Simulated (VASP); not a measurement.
# C (P6_3/mmc) in VASP: single point with r2SCAN

Aim: the single point of C with r2SCAN.

Everything below comes from runs of VASP 6.6.1. Logs are shortened: lines on timing, memory, paths and dates and some standing lists are left out, and cuts for length are marked.

**1. The cell of the first run**

It takes space group P6_3/mmc (No. 194, hexagonal). The conventional cell has a = 2.510 Å, b = 2.510 Å, c = 4.160 Å, α = 90.00°, β = 90.00°, γ = 120.00°. C (site symmetry 3m) has 4 C at 1.53 to 1.55 Å within 2.0 Å.

**2. Single point, r2SCAN**

The input, POSCAR:

```
C
1.0
    2.5100000000      0.0000000000      0.0000000000
   -1.2550000000      2.1737237635      0.0000000000
    0.0000000000      0.0000000000      4.1600000000
C
4
Direct
    0.3333333333      0.6666666667      0.0661057700
    0.6666666667      0.3333333333      0.5661057700
    0.6666666667      0.3333333333      0.9338942300
    0.3333333333      0.6666666667      0.4338942300
```

The input, INCAR.step1:

```
PREC     = Accurate       # precision mode
ENCUT    = 520            # plane-wave cutoff, eV
ISMEAR   = 0              # smearing method
SIGMA    = 0.01           # smearing width, eV
LREAL    = False          # projectors in reciprocal space
LASPH    = True           # aspherical terms in the spheres
NELM     = 80             # most SCF steps
NBANDS   = 16             # bands
GGA      = PE             # functional
ALGO     = Normal         # electronic algorithm
EDIFF    = 1E-4           # SCF threshold, eV
LWAVE    = True           # write WAVECAR
LCHARG   = False          # write CHGCAR
```

The input, INCAR.step2:

```
PREC     = Accurate       # precision mode
ENCUT    = 520            # plane-wave cutoff, eV
EDIFF    = 1E-6           # SCF threshold, eV
ISMEAR   = 0              # smearing method
SIGMA    = 0.01           # smearing width, eV
LREAL    = False          # projectors in reciprocal space
LASPH    = True           # aspherical terms in the spheres
NELM     = 80             # most SCF steps
ALGO     = Normal         # electronic algorithm
ISIF     = 2              # what is computed and relaxed
LWAVE    = False          # write WAVECAR
LCHARG   = True           # write CHGCAR
METAGGA  = R2SCAN         # meta-GGA
LMIXTAU  = True         
LELF     = True           # ELF
LVHAR    = True         
NBANDS   = 16             # bands
ISTART   = 1
```

The input, KPOINTS:

```
Automatic mesh
0
Gamma
  12 12 8
```

Potentials or basis: VASP PAW PBE potentials, release 64 (C).

Command:

```bash
cat potpaw_PBE.64/C/POTCAR > POTCAR
cp INCAR.step1 INCAR
mpirun -np 1 vasp_std > vasp.out
cp INCAR.step2 INCAR
mpirun -np 1 vasp_std > vasp.out
```

OUTCAR:

```text
PREC = Accurate
   ENCUT = 520
   EDIFF = 1E-6
   ISMEAR = 0
   LREAL = False
   LASPH = True
   NELM = 80
   ISIF = 2
   METAGGA = R2SCAN
   ISTART = 1

 ion  position               nearest neighbor table
   1  0.333  0.667  0.066-   4 1.53   3 1.55   3 1.55   3 1.55
   2  0.667  0.333  0.566-   3 1.53   4 1.55   4 1.55   4 1.55
   3  0.667  0.333  0.934-   2 1.53   1 1.55   1 1.55   1 1.55
   4  0.333  0.667  0.434-   1 1.53   2 1.55   2 1.55   2 1.55

  LATTYP: Found a hexagonal cell.
 ALAT       =     2.5100000000
 C/A-ratio  =     1.6573705179

  Lattice vectors:

 A1 = (   2.5100000000,   0.0000000000,   0.0000000000)
 A2 = (  -1.2550000000,   2.1737237635,   0.0000000000)
 A3 = (   0.0000000000,   0.0000000000,   4.1600000000)

Analysis of symmetry for initial positions (statically):
=====================================================================
 Subroutine PRICEL returns:
 Original cell was already a primitive cell.

 Routine SETGRP: Setting up the symmetry group for a
 hexagonal supercell.

 Subroutine GETGRP returns: Found 24 space group operations
 (whereof 12 operations were pure point group operations)
 out of a pool of 24 trial point group operations.

The static configuration has the point symmetry D_3d.
 The point group associated with its full space group is D_6h.

Analysis of symmetry for dynamics (positions and initial velocities):
=====================================================================
 Subroutine PRICEL returns:
 Original cell was already a primitive cell.

 Routine SETGRP: Setting up the symmetry group for a
 hexagonal supercell.

 Subroutine GETGRP returns: Found 24 space group operations
 (whereof 12 operations were pure point group operations)
 out of a pool of 24 trial point group operations.

The dynamic configuration has the point symmetry D_3d.
 The point group associated with its full space group is D_6h.

 Subroutine INISYM returns: Found 24 space group operations
 (whereof 12 operations are pure point group operations),
 and found     1 'primitive' translations

----------------------------------------------------------------------------------------

                                     Primitive cell

  volume of cell :      22.6972

[... 92 lines left out ...]
   EDIFF  = 0.1E-05   stopping-criterion for ELM
   LREAL  =      F    real-space projection
   EDIFFG = 0.1E-04   stopping-criterion for IOM
   NSW    =      0    number of steps for IOM
   IBRION =     -1    ionic relax: 0-MD 1-quasi-New 2-CG
   NFREE  =      0    steps in history (QN), initial steepest desc. (CG)
   ISIF   =      2    stress and relaxation
   ISYM   =      2    0-nonsym 1-usesym 2-fastsym
   POTIM  = 0.5000    time-step for ionic-motion
   TEBEG  =    0.0;   TEEND  =   0.0 temperature during run
   PSTRESS=    0.0 pullay stress
   NELECT =      16.0000    total number of electrons
   NUPDOWN=      -1.0000    fix difference up-down
   EMIN   =  10.00;   EMAX   =-10.00  energy-range for DOS
   EFERMI =   0.00;   METHOD = LEGACY
   ISMEAR =     0;   SIGMA  =   0.01  broadening in eV -4-tet -1-fermi 0-gaus
   EFERMI_NEDOS =   21; number of points for ismear=-14 and -15
   IALGO  =     38    algorithm
   IMIX   =      4    mixing-type and parameters
     AMIX     =   0.40;   BMIX     =  1.00
     AMIX_MAG =   1.60;   BMIX_MAG =  1.00
  volume/ion in A,a.u.               =       5.67        38.29
  Fermi-wavevector in a.u.,A,eV,Ry     =   1.456994  2.753319 28.882866  2.122831
  Thomas-Fermi vector in A             =   2.573847
   LORBIT       =      0    0 simple, 1 ext, 2 COOP (PROOUT), +10 PAW based schemes
   METAGGA = R2SCAN    functional components
   LHFCALC =     F    Hartree Fock is set to
   AEXX    =    0.0000 exact exchange contribution
   IVDW    =     0    specifies the selected vdW correction
   LEPSILON=     F    determine dielectric tensor
   LRPA    =     F    only Hartree local field effects (RPA)
 non-spin polarized calculation
 Gauss-broadening in eV      SIGMA  =   0.01
  energy-cutoff  :      520.00
  volume of cell :       22.70
 maximum number of plane-waves:       622
 NGX is ok and might be reduce to    20
   NGX =  9   NGY =  9   NGZ = 15

 number of electron      16.0000001 magnetization

 Free energy of the ion-electron system (eV)
  ---------------------------------------------------
  ext. energy  EPLUGINS =         0.00000000
  ---------------------------------------------------
  free energy    TOTEN  =       -39.17310960 eV

  energy without entropy =      -39.17310960  energy(sigma->0) =      -39.17310960

 E-fermi :  10.4488     XC(G=0): -14.2503

 val. band max:       10.2809024297   @ k =   0.0000   0.0000   0.0000
 cond. band min:      13.2178829409   @ k =   0.3333   0.3333   0.0000
 fundamental gap:      2.9369805112
 Fermi energy:        10.4487997717

 k-point     1 :       0.0000    0.0000    0.0000
  band No.  band energies     occupation
      1     -13.0002      2.00000
      2      -7.1086      2.00000
      3      -4.5664      2.00000
      4       6.7682      2.00000
      5       6.7682      2.00000
      6       9.0063      2.00000
[... 433 lines left out ...]
      3      -2.2130      2.00000
      4      -0.2957      2.00000
      5       2.6407      2.00000
      6       3.9823      2.00000
[... 8 lines left out ...]
     15      25.4553      0.00000
     16      27.8354      0.00000

 [... further k-points ...]

------------------------ aborting loop because EDIFF is reached ----------------------------------------

  FORCE on cell =-STRESS in cart. coord.  units (eV):
  Direction    XX          YY          ZZ          XY          YZ          ZX
  --------------------------------------------------------------------------------------
  -------------------------------------------------------------------------------------
  Total       -0.4044896     -0.4044896      0.6075353      0.0000000     -0.0000000     -0.0000000
  in kB      -28.5526592    -28.5526592     42.8855214      0.0000000     -0.0000000     -0.0000000
  external PRESSURE =      -4.7399323 kB  Pullay stress =       0.0000000 kB

 VOLUME and BASIS-vectors are now :
 -----------------------------------------------------------------------------
  energy-cutoff  :      520.00
  volume of cell :       22.70
      direct lattice vectors                 reciprocal lattice vectors
     2.510000000  0.000000000  0.000000000     0.398406375  0.230020028  0.000000000
    -1.255000000  2.173723763  0.000000000     0.000000000  0.460040055  0.000000000
     0.000000000  0.000000000  4.160000000     0.000000000  0.000000000  0.240384615

 POSITION                                       TOTAL-FORCE (eV/Angst)
 -----------------------------------------------------------------------------------
     -0.00000      1.44915      0.27500        -0.000000      0.000000     -1.103762
      1.25500      0.72457      2.35500         0.000000     -0.000000     -1.103762
      1.25500      0.72457      3.88500         0.000000      0.000000      1.103762
     -0.00000      1.44915      1.80500        -0.000000     -0.000000      1.103762
 -----------------------------------------------------------------------------------
    total drift:                                0.000000     -0.000000      0.000000

  FREE ENERGIE OF THE ION-ELECTRON SYSTEM (eV)
  ---------------------------------------------------
  free  energy   TOTEN  =       -39.1731095987 eV

  energy  without entropy=      -39.1731095987  energy(sigma->0) =      -39.17310960
```

OUTCAR.step1:

```text
PREC = Accurate
   ENCUT = 520
   ISMEAR = 0
   LREAL = False
   LASPH = True
[... 687 lines left out ...]
     -0.00000      1.44915      0.27500         0.000000      0.000000     -1.065871
      1.25500      0.72457      2.35500        -0.000000      0.000000     -1.065871
      1.25500      0.72457      3.88500         0.000000      0.000000      1.065871
     -0.00000      1.44915      1.80500        -0.000000     -0.000000      1.065871
 -----------------------------------------------------------------------------------
    total drift:                                0.000000     -0.000000      0.000000

  FREE ENERGIE OF THE ION-ELECTRON SYSTEM (eV)
  ---------------------------------------------------
  free  energy   TOTEN  =       -36.2406985512 eV

  energy  without entropy=      -36.2406985512  energy(sigma->0) =      -36.24069855
```

It took 90 s on 1 thread of AMD EPYC 7R13 (Zen 3), shared host; peak memory 0.11 GiB.

Results:

- Free energy: -39.1731 eV
- Pressure: -0.5 GPa
- Largest force: 1.104 eV/Å
- Band gap on the k mesh: 2.94 eV, indirect (least direct gap 4.67 eV)

Forces on the atoms (eV/Å):
```
C    0.000  0.000 -1.104
C    0.000  0.000 -1.104
C    0.000  0.000  1.104
C    0.000  0.000  1.104
```

Stress tensor (GPa, compression positive):
```
-2.86  0.00  0.00
 0.00 -2.86  0.00
 0.00  0.00  4.29
```

Levels at points of the mesh, in eV from the valence-band top:
| k point | band 5 | band 6 | band 7 | band 8 | band 9 | band 10 | band 11 | band 12 |
| --- | --- | --- | --- | --- | --- | --- | --- | --- |
| (0.00, 0.00, 0.00) | -3.51 | -1.27 | 0.00 | 0.00 | 4.67 | 4.67 | 5.92 | 8.10 |
| (0.50, 0.00, 0.00) | -10.26 | -7.04 | -6.78 | -3.32 | 4.43 | 7.85 | 7.89 | 8.74 |
| (0.00, 0.00, 0.50) | -2.15 | -2.15 | -2.15 | -2.15 | 7.29 | 7.29 | 7.29 | 7.29 |
| (0.50, 0.00, 0.50) | -5.57 | -5.57 | -5.55 | -5.55 | 5.82 | 5.82 | 6.84 | 6.84 |

Caveat: the PAW data sets were made with another functional, which shifts forces and pressure a little.
